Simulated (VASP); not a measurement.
# GaP (F-43m) in VASP: further runs

Runs on GaP. Level: PBEsol. Tasks: elastic constants.

All numbers are computed with VASP 6.6.1; they aren't measurements. Logs are shortened: lines on timing, memory, paths and dates and some standing lists are left out, and cuts for length are marked.

## 1. The cell of the first run

Symmetry: F-43m, No. 216, cubic system. Conventional cell: a = 5.205 Å, b = 5.205 Å, c = 5.205 Å, α = 90.00°, β = 90.00°, γ = 90.00°. Within 3.0 Å of Ga (site symmetry -43m) lie 4 P at 2.25 Å. Within 3.0 Å of P (site symmetry -43m) lie 4 Ga at 2.25 Å.

## 2. Elastic constants, PBEsol

INCAR

```
PREC = Accurate
ENCUT = 600
EDIFF = 1E-8
ISMEAR = 0
SIGMA = 0.01
LREAL = F
LASPH = T
NELM = 100
ALGO = Normal
ISIF = 3
LWAVE = F
LCHARG = T
GGA = PS
NBANDS = 16
IBRION = 6
NFREE = 2
POTIM = 0.015
NSW = 1
```

KPOINTS

```
Automatic mesh
0
Gamma
  8 8 8
```

POSCAR

```
GaP
1.0
    0.0000000000      2.6023468015      2.6023468015
    2.6023468015      0.0000000000      2.6023468015
    2.6023468015      2.6023468015      0.0000000000
Ga P
1 1
Direct
    0.0000000000      0.0000000000      0.0000000000
    0.7500000000      0.7500000000      0.7500000000
```

Potentials or basis: VASP PAW PBE potentials, release 64 (Ga_d, P).

Launch:

```console
$ cat potpaw_PBE.64/Ga_d/POTCAR potpaw_PBE.64/P/POTCAR > POTCAR
$ mpirun -np 1 vasp_std > vasp.out
```

OUTCAR:

```text
PREC = Accurate
   ENCUT = 600
   EDIFF = 1E-8
   ISMEAR = 0
   LREAL = F
   LASPH = T
   NELM = 100
   ISIF = 3
   GGA = PS
   IBRION = 6
   NFREE = 2
   POTIM = 0.015
   NSW = 1

 ion  position               nearest neighbor table
   1  0.000  0.000  0.000-   2 2.25   2 2.25   2 2.25   2 2.25
   2  0.750  0.750  0.750-   1 2.25   1 2.25   1 2.25   1 2.25

  LATTYP: Found a face centered cubic cell.
 ALAT       =     5.2046936030

  Lattice vectors:

 A1 = (   0.0000000000,   2.6023468015,   2.6023468015)
 A2 = (   2.6023468015,   0.0000000000,   2.6023468015)
 A3 = (   2.6023468015,   2.6023468015,   0.0000000000)

Analysis of symmetry for initial positions (statically):
=====================================================================
 Subroutine PRICEL returns:
 Original cell was already a primitive cell.

 Routine SETGRP: Setting up the symmetry group for a
 face centered cubic supercell.

 Subroutine GETGRP returns: Found 24 space group operations
 (whereof 24 operations were pure point group operations)
 out of a pool of 48 trial point group operations.

The static configuration has the point symmetry T_d .

Analysis of symmetry for dynamics (positions and initial velocities):
=====================================================================
 Subroutine PRICEL returns:
 Original cell was already a primitive cell.

 Routine SETGRP: Setting up the symmetry group for a
 face centered cubic supercell.

 Subroutine GETGRP returns: Found 24 space group operations
 (whereof 24 operations were pure point group operations)
 out of a pool of 48 trial point group operations.

The dynamic configuration has the point symmetry T_d .

 Subroutine INISYM returns: Found 24 space group operations
 (whereof 24 operations are pure point group operations),
 and found     1 'primitive' translations

----------------------------------------------------------------------------------------

                                     Primitive cell

  volume of cell :      35.2473

  direct lattice vectors                    reciprocal lattice vectors
     0.000000000  2.602346801  2.602346801    -0.192134269  0.192134269  0.192134269
     2.602346801  0.000000000  2.602346801     0.192134269 -0.192134269  0.192134269
     2.602346801  2.602346801  0.000000000     0.192134269  0.192134269 -0.192134269

  length of vectors
     3.680274141  3.680274141  3.680274141     0.332786316  0.332786316  0.332786316

  position of ions in fractional coordinates (direct lattice)
     0.000000000  0.000000000  0.000000000
     0.750000000  0.750000000  0.750000000

  ion indices of the primitive-cell ions
   primitive index   ion index
                 1           1
                 2           2

----------------------------------------------------------------------------------------

 KPOINTS: Automatic mesh

Automatic generation of k-mesh.
 Grid dimensions read from file:
 generate k-points for:    8    8    8

 Generating k-lattice:

  Cartesian coordinates                     Fractional coordinates (reciprocal lattice)
    -0.024016784  0.024016784  0.024016784     0.125000000  0.000000000  0.000000000
     0.024016784 -0.024016784  0.024016784     0.000000000  0.125000000  0.000000000
     0.024016784  0.024016784 -0.024016784     0.000000000  0.000000000  0.125000000

  Length of vectors
     0.041598289  0.041598289  0.041598289

  Shift w.r.t. Gamma in fractional coordinates (k-lattice)
     0.000000000  0.000000000  0.000000000

 Subroutine IBZKPT returns following result:
 ===========================================

 Found     29 irreducible k-points:

 Following reciprocal coordinates:
            Coordinates               Weight
  0.000000  0.000000  0.000000      1.000000
  0.125000  0.000000  0.000000      8.000000
  0.250000  0.000000  0.000000      8.000000
  0.375000  0.000000  0.000000      8.000000
  0.500000  0.000000  0.000000      4.000000
  0.125000  0.125000  0.000000      6.000000
[... 16 lines left out ...]
  0.500000  0.250000  0.125000     48.000000
 -0.375000  0.250000  0.125000     24.000000
 [... further k-points ...]
   k-points           NKPTS =     29   k-points in BZ     NKDIM =     29   number of bands    NBANDS=     16
   number of dos      NEDOS =    301   number of ions     NIONS =      2
   total plane-waves  NPLWV =  27000
   dimension x,y,z NGX =    30 NGY =   30 NGZ =   30
[... 31 lines left out ...]
   IALGO  =     38    algorithm
   IMIX   =      4    mixing-type and parameters
     AMIX     =   0.40;   BMIX     =  1.00
     AMIX_MAG =   1.60;   BMIX_MAG =  1.00
  volume/ion in A,a.u.               =      17.62       118.93
  Fermi-wavevector in a.u.,A,eV,Ry     =   1.308551  2.472802 23.297317  1.712304
  Thomas-Fermi vector in A             =   2.439210
   LORBIT       =      0    0 simple, 1 ext, 2 COOP (PROOUT), +10 PAW based schemes
   GGA     = PS    functional components
   LHFCALC =     F    Hartree Fock is set to
   AEXX    =    0.0000 exact exchange contribution
   IVDW    =     0    specifies the selected vdW correction
   LEPSILON=     F    determine dielectric tensor
   LRPA    =     F    only Hartree local field effects (RPA)
 finite differences with symmetry
 non-spin polarized calculation
 Gauss-broadening in eV      SIGMA  =   0.01
  energy-cutoff  :      600.00
  volume of cell :       35.25
 maximum number of plane-waves:      1243
 NGX is ok and might be reduce to    30
   NGX = 15   NGY = 15   NGZ = 15

--------------------------------------- Ionic step        1  -------------------------------------------

 number of electron      17.9999993 magnetization

 Free energy of the ion-electron system (eV)
  ---------------------------------------------------
  ext. energy  EPLUGINS =         0.00000000
  ---------------------------------------------------
  free energy    TOTEN  =        -9.71736310 eV

  energy without entropy =       -9.71736310  energy(sigma->0) =       -9.71736310

------------------------ aborting loop because EDIFF is reached ----------------------------------------

  FORCE on cell =-STRESS in cart. coord.  units (eV):
  Direction    XX          YY          ZZ          XY          YZ          ZX
  --------------------------------------------------------------------------------------
  -------------------------------------------------------------------------------------
  Total        3.2600254      3.2600254      3.2600254      0.0000000      0.0000000      0.0000000
  in kB      148.1856193    148.1856193    148.1856193      0.0000000      0.0000000      0.0000000
  external PRESSURE =     148.1856193 kB  Pullay stress =       0.0000000 kB
[... 89 lines left out ...]
  FREE ENERGIE OF THE ION-ELECTRON SYSTEM (eV)
  ---------------------------------------------------
  free  energy   TOTEN  =        -9.6636500537 eV

  energy  without entropy=       -9.6636500537  energy(sigma->0) =       -9.66365005

[... ionic steps 4 to 14 ...]

--------------------------------------- Ionic step       15  -------------------------------------------

 number of electron      17.9999996 magnetization

------------------------ aborting loop because EDIFF is reached ----------------------------------------
[... 67 lines left out ...]
--------------------------------------- Ionic step       17  -------------------------------------------

 number of electron      17.9999994 magnetization

 Free energy of the ion-electron system (eV)
  ---------------------------------------------------
  ext. energy  EPLUGINS =         0.00000000
  ---------------------------------------------------
  free energy    TOTEN  =        -9.71582475 eV

  energy without entropy =       -9.71582475  energy(sigma->0) =       -9.71582475

 E-fermi :   6.2127     XC(G=0): -10.6620

 val. band max:        6.1457533528   @ k =   0.0000   0.0000   0.0000
 cond. band min:       7.2877908848   @ k =   0.0000   0.5000   0.5000
 fundamental gap:      1.1420375320
 Fermi energy:         6.2127396571

 k-point     1 :       0.0000    0.0000    0.0000
  band No.  band energies     occupation
      1      -8.7722      2.00000
      2      -8.7688      2.00000
      3      -8.7642      2.00000
      4      -8.6171      2.00000
      5      -8.6170      2.00000
      6      -7.5665      2.00000
[... 433 lines left out ...]
      3      -8.7031      2.00000
      4      -8.6266      2.00000
      5      -8.6057      2.00000
      6      -4.4960      2.00000
[... 8 lines left out ...]
     15      18.4412      0.00000
     16      19.3908      0.00000

 [... further k-points ...]

------------------------ aborting loop because EDIFF is reached ----------------------------------------

  FORCE on cell =-STRESS in cart. coord.  units (eV):
  Direction    XX          YY          ZZ          XY          YZ          ZX
  --------------------------------------------------------------------------------------
  -------------------------------------------------------------------------------------
  Total        3.2595638      3.2640369      3.2640369      0.0000000     -0.2069311      0.0000000
  in kB      148.1646333    148.3679595    148.3679595      0.0000000     -9.4061255      0.0000000
  external PRESSURE =     148.3001841 kB  Pullay stress =       0.0000000 kB
[... 17 lines left out ...]
  FREE ENERGIE OF THE ION-ELECTRON SYSTEM (eV)
  ---------------------------------------------------
  free  energy   TOTEN  =        -9.7158247515 eV

  energy  without entropy=       -9.7158247515  energy(sigma->0) =       -9.71582475

 INTERNAL STRAIN TENSORS FROM STRAINED CELLS
 ============================================

 INTERNAL STRAIN TENSOR FOR ION    1 for displacements in x,y,z  (eV/Angst):
          X           Y           Z          XY          YZ          ZX
  --------------------------------------------------------------------------------
  x    -0.00000     0.00000    -0.00000    -0.00000   -13.80406    -0.00000
  y    -0.00000     0.00000    -0.00000    -0.00000     0.00000   -13.80402
  z    -0.00000     0.00000     0.00000   -13.80333     0.00000     0.00000

 INTERNAL STRAIN TENSORS FROM DISPLACED ATOMS
 ============================================

 INTERNAL STRAIN TENSOR FOR ION    1 for displacements in x,y,z  (eV/Angst):
          X           Y           Z          XY          YZ          ZX
  --------------------------------------------------------------------------------
  x    -0.00000     0.00000     0.00000     0.00000   -13.79997     0.00000
  y     0.00000     0.00000     0.00000     0.00000     0.00000   -13.79997
  z     0.00000     0.00000     0.00000   -13.79997     0.00000     0.00000

 INTERNAL STRAIN TENSOR FOR ION    2 for displacements in x,y,z  (eV/Angst):
          X           Y           Z          XY          YZ          ZX
  --------------------------------------------------------------------------------
  x     0.00000     0.00000     0.00000     0.00000    13.80076     0.00000
  y     0.00000     0.00000     0.00000     0.00000     0.00000    13.80076
  z     0.00000     0.00000     0.00000    13.80076     0.00000     0.00000

 Eigenvectors and eigenvalues of the dynamical matrix
 ----------------------------------------------------

   1 f  =   12.482733 THz    78.431325 2PiTHz  416.379156 cm-1    51.624413 meV
             X         Y         Z           dx          dy          dz
      0.000000  0.000000  0.000000    -0.552258   -0.049720    0.000000
      3.903520  3.903520  3.903520     0.828837    0.074621    0.000000
[... 21 lines left out ...]
   6 f/i=    0.001826 THz     0.011472 2PiTHz    0.060905 cm-1     0.007551 meV
             X         Y         Z           dx          dy          dz
      0.000000  0.000000  0.000000    -0.588447    0.588447    0.000000
      3.903520  3.903520  3.903520    -0.392085    0.392085    0.000000

--------------------------------------------------------------------------------------------------------

 ELASTIC MODULI CONTR FROM IONIC RELAXATION (kBar)
 Direction    XX          YY          ZZ          XY          YZ          ZX
 --------------------------------------------------------------------------------
 XX          -0.0000      0.0000      0.0000      0.0000     -0.0000      0.0000
 YY           0.0000     -0.0000      0.0000      0.0000      0.0000      0.0000
 ZZ           0.0000      0.0000      0.0000      0.0000      0.0000      0.0000
 XY           0.0000      0.0000      0.0000   -633.2051      0.0000      0.0000
 YZ          -0.0000      0.0000      0.0000      0.0000   -633.2051      0.0000
 ZX           0.0000      0.0000      0.0000      0.0000      0.0000   -633.2051
 --------------------------------------------------------------------------------

 TOTAL ELASTIC MODULI (kBar)
 Direction    XX          YY          ZZ          XY          YZ          ZX
 --------------------------------------------------------------------------------
 XX        1783.8217   1062.7396   1062.7396      0.0000      0.0000      0.0000
 YY        1062.7396   1783.8217   1062.7396      0.0000      0.0000      0.0000
 ZZ        1062.7396   1062.7396   1783.8217      0.0000      0.0000     -0.0000
 XY           0.0000      0.0000      0.0000    734.8811      0.0000      0.0000
 YZ           0.0000      0.0000      0.0000      0.0000    734.8811      0.0000
 ZX           0.0000      0.0000     -0.0000      0.0000      0.0000    734.8811
 --------------------------------------------------------------------------------
```

It took 26 min on 1 thread of Intel Xeon 8259CL, shared host; peak memory 0.33 GiB.

Results:

| Item | Value |
| --- | --- |
| Elastic constants C11, C12, C44 | 178, 106, 73 GPa |
| Voigt bulk modulus | 130 GPa |
| Highest phonon frequency at Γ, LO-TO splitting left out | 416 cm⁻¹ |

Phonon frequencies in cm⁻¹ (negative: imaginary):
```csv
q point,frequencies
"(0.000, 0.000, 0.000)",0 0 0 416 416 416
```

Elastic tensor in Voigt notation (GPa, in the Cartesian axes of the cell as first typed):
```
178 106 106   0   0   0
106 178 106   0   0   0
106 106 178   0   0   0
  0   0   0  73   0   0
  0   0   0   0  73   0
  0   0   0   0   0  73
```

Clamped-ion elastic tensor (GPa):
```
178 106 106   0   0   0
106 178 106   0   0   0
106 106 178   0   0   0
  0   0   0 137   0   0
  0   0   0   0 137   0
  0   0   0   0   0 137
```

Caveat: the cell is under stress, which shifts elastic constants; the PAW data sets were made with another functional, which shifts forces and pressure a little.

## 3. Elastic constants, PBEsol

This run uses another cell than the first one, of 18.28 Å³/atom.

Changes to INCAR since step 2:

```diff
@@ -11,5 +11,4 @@
 LWAVE = F
-LCHARG = T
+LCHARG = F
 GGA = PS
-NBANDS = 16
 IBRION = 6
```

KPOINTS is that of step 2.

POSCAR

```
GaP
1.0
    0.0000000000      2.6343544470      2.6343544470
    2.6343544470      0.0000000000      2.6343544470
    2.6343544470      2.6343544470      0.0000000000
Ga P
1 1
Direct
    0.0000000000      0.0000000000      0.0000000000
    0.7500000000      0.7500000000      0.7500000000
```

Potentials or basis: VASP PAW PBE potentials, release 64 (Ga_d, P).

Launch:

```console
$ cat potpaw_PBE.64/Ga_d/POTCAR potpaw_PBE.64/P/POTCAR > POTCAR
$ mpirun -np 1 vasp_std > vasp.out
```

OUTCAR:

```text
PREC = Accurate
   ENCUT = 600
   EDIFF = 1E-8
   ISMEAR = 0
   LREAL = F
   LASPH = T
   NELM = 100
   ISIF = 3
   GGA = PS
   IBRION = 6
   NFREE = 2
   POTIM = 0.015
   NSW = 1

 ion  position               nearest neighbor table
   1  0.000  0.000  0.000-   2 2.28   2 2.28   2 2.28   2 2.28
   2  0.750  0.750  0.750-   1 2.28   1 2.28   1 2.28   1 2.28
[... 834 lines left out ...]
             X         Y         Z           dx          dy          dz
      0.000000  0.000000  0.000000     0.000000    0.554906   -0.000000
      3.951532  3.951532  3.951532    -0.000000   -0.831913   -0.000000
[... 21 lines left out ...]
   6 f/i=    0.004203 THz     0.026408 2PiTHz    0.140196 cm-1     0.017382 meV
             X         Y         Z           dx          dy          dz
      0.000000  0.000000  0.000000     0.797672   -0.221667    0.081629
      3.951532  3.951532  3.951532     0.532066   -0.147857    0.054448

--------------------------------------------------------------------------------------------------------

 ELASTIC MODULI CONTR FROM IONIC RELAXATION (kBar)
 Direction    XX          YY          ZZ          XY          YZ          ZX
 --------------------------------------------------------------------------------
 XX          -0.0000     -0.0000     -0.0000     -0.0000     -0.0000      0.0000
 YY          -0.0000     -0.0000     -0.0000     -0.0000     -0.0000      0.0000
 ZZ          -0.0000     -0.0000     -0.0000     -0.0000     -0.0000      0.0000
 XY          -0.0000     -0.0000     -0.0000   -493.3166      0.0000      0.0000
 YZ          -0.0000     -0.0000     -0.0000      0.0000   -493.3166      0.0000
 ZX           0.0000      0.0000      0.0000      0.0000      0.0000   -493.3166
 --------------------------------------------------------------------------------

 TOTAL ELASTIC MODULI (kBar)
 Direction    XX          YY          ZZ          XY          YZ          ZX
 --------------------------------------------------------------------------------
 XX        1652.9742    915.3087    915.3087     -0.0000      0.0000     -0.0000
 YY         915.3087   1652.9742    915.3087     -0.0000     -0.0000      0.0000
 ZZ         915.3087    915.3087   1652.9742     -0.0000     -0.0000      0.0000
 XY          -0.0000     -0.0000     -0.0000    731.6532      0.0000      0.0000
 YZ           0.0000     -0.0000     -0.0000      0.0000    731.6532      0.0000
 ZX          -0.0000      0.0000      0.0000      0.0000      0.0000    731.6532
 --------------------------------------------------------------------------------
```

OSZICAR:

```text
N       E                     dE             d eps       ncg     rms          rms(c)
DAV:   1     0.883937255986E+02    0.88394E+02   -0.10133E+04   754   0.224E+03
DAV:   2    -0.309473729957E+01   -0.91488E+02   -0.88052E+02   804   0.368E+02
DAV:   3    -0.100158661641E+02   -0.69211E+01   -0.68808E+01   929   0.815E+01
[... 204 lines left out ...]
DAV:   4    -0.981696358726E+01    0.84993E-05   -0.93706E-05  3088   0.104E-01    0.922E-03
DAV:   5    -0.981696272692E+01    0.86035E-06   -0.18225E-05  2730   0.385E-02    0.750E-03
DAV:   6    -0.981696284156E+01   -0.11464E-06   -0.86847E-07  2798   0.920E-03    0.341E-03
DAV:   7    -0.981696279638E+01    0.45177E-07   -0.17285E-07  3124   0.357E-03    0.766E-04
DAV:   8    -0.981696279722E+01   -0.83128E-09   -0.38660E-08  2902   0.149E-03
  17 F= -.98169628E+01 E0= -.98169628E+01  d E =-.707411E-41
```

stdout:

```text
POSCAR found type information on POSCAR GaP
 POSCAR found :  2 types and       2 ions
 scaLAPACK will be used
 -----------------------------------------------------------------------------
|                                                                             |
|                                                                             |
|     You enforced a specific xc type in the INCAR file but a different       |
|     I HOPE YOU KNOW WHAT YOU ARE DOING!                                     |
[... 32 lines left out ...]
 Finite differences progress:
 bond charge predicted
 Finite differences progress:
 bond charge predicted
 Finite differences progress:
 bond charge predicted
 Finite differences progress:
 bond charge predicted
 Finite differences progress:
 bond charge predicted
 Finite differences progress:
 bond charge predicted
 Finite differences progress:
```

It took 22 min on 1 thread of Intel Xeon 8259CL, shared host; peak memory 0.31 GiB.

Results:

| Property | Result |
| --- | --- |
| Elastic constants C11, C12, C44 | 165, 92, 73 GPa |
| Voigt bulk modulus | 116 GPa |
| Highest phonon frequency at Γ, LO-TO splitting left out | 399 cm⁻¹ |

Phonon frequencies in cm⁻¹ (negative: imaginary):
```
              q point        frequencies
(0.000, 0.000, 0.000)  0 0 0 399 399 399
```

Elastic tensor in Voigt notation (GPa, in the Cartesian axes of the cell as first typed):
```
165  92  92   0   0   0
 92 165  92   0   0   0
 92  92 165   0   0   0
  0   0   0  73   0   0
  0   0   0   0  73   0
  0   0   0   0   0  73
```

Clamped-ion elastic tensor (GPa):
```
165  92  92   0   0   0
 92 165  92   0   0   0
 92  92 165   0   0   0
  0   0   0 122   0   0
  0   0   0   0 122   0
  0   0   0   0   0 122
```

Caveat: the cell is under stress, which shifts elastic constants; the PAW data sets were made with another functional, which shifts forces and pressure a little.

(Continued in part 2 of 2.)
